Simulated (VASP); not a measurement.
Here is a VASP 6.6.1 calculation.

The input INCAR:

```
SYSTEM = Ni
PREC = Accurate ; ENCUT = 520
EDIFF = 1E-6 ; ISMEAR = -1
SIGMA = 0.1 ; LREAL = .FALSE.
LASPH = .TRUE. ; NELM = 150
ALGO = Normal ; ISIF = 2
LWAVE = .FALSE. ; LCHARG = .FALSE.
ISPIN = 2 ; MAGMOM = 1
LORBIT = 11 ; LMAXMIX = 4
NBANDS = 15
```

The input KPOINTS:

```
Automatic mesh
0
G
  19 19 19
  0 0 0
```

File POSCAR:

```
Ni
1.0
    1.9883260650      0.0000000000      0.0000000000
    0.0000000000      1.9883260650      0.0000000000
    0.0000000000      0.0000000000      1.9883260650
Ni
1
Direct
    0.0000000000      0.0000000000      0.0000000000
```

Potentials or basis: VASP PAW LDA potentials, release 64 (Ni).

Launch:

```bash
$ cat potpaw_LDA.64/Ni/POTCAR > POTCAR
$ mpirun -np 1 vasp_std > vasp.out
```

(1) Estimate the net moment.

(2) What does it give for the pressure?

(3) What does it give for the band gap on the k mesh?

Results:

(1) 0.00 μB per cell.

(2) 175.0 GPa.

(3) zero (filled and empty bands overlap).
